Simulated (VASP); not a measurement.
Sb, 1 atom in the cell. Symmetry: Fm-3m, No. 225, cubic system. The conventional cell has a = 4.516 Å, b = 4.516 Å, c = 4.516 Å, α = 90.00°, β = 90.00°, γ = 90.00°. Sb (site symmetry m-3m) has 12 Sb at 3.19 Å within 4.2 Å.  This cell differs from its parent crystal: volume scaled by 0.94.

* Program: VASP 6.6.1
* Task: electric field gradients
* Functional: PBEsol
* Potentials or basis: VASP PAW PBE potentials, release 64 (Sb)
* Cutoff: 520 eV
* k mesh: 12 × 12 × 12
* Occupations: fermi-dirac, width 0.05 eV
* Spin: no spin polarisation
* Dipole correction: no
* Further INCAR settings: ALGO = Normal; EDIFF = 1e-08; NBANDS = 8

Potentials or basis: VASP PAW PBE potentials, release 64 (Sb).

Command:

```console
$ cat potpaw_PBE.64/Sb/POTCAR > POTCAR
$ mpirun -np 1 vasp_std > vasp.out
```

Hardware: 1 thread of Intel Xeon 6975P-C, on a shared host.

Problem. How long does it take, and how much memory?

Solution. Run time: 8 s on 1 thread of Intel Xeon 6975P-C, on a shared host, peak memory 0.14 GiB. Counts: scf iterations 12, k points 72.
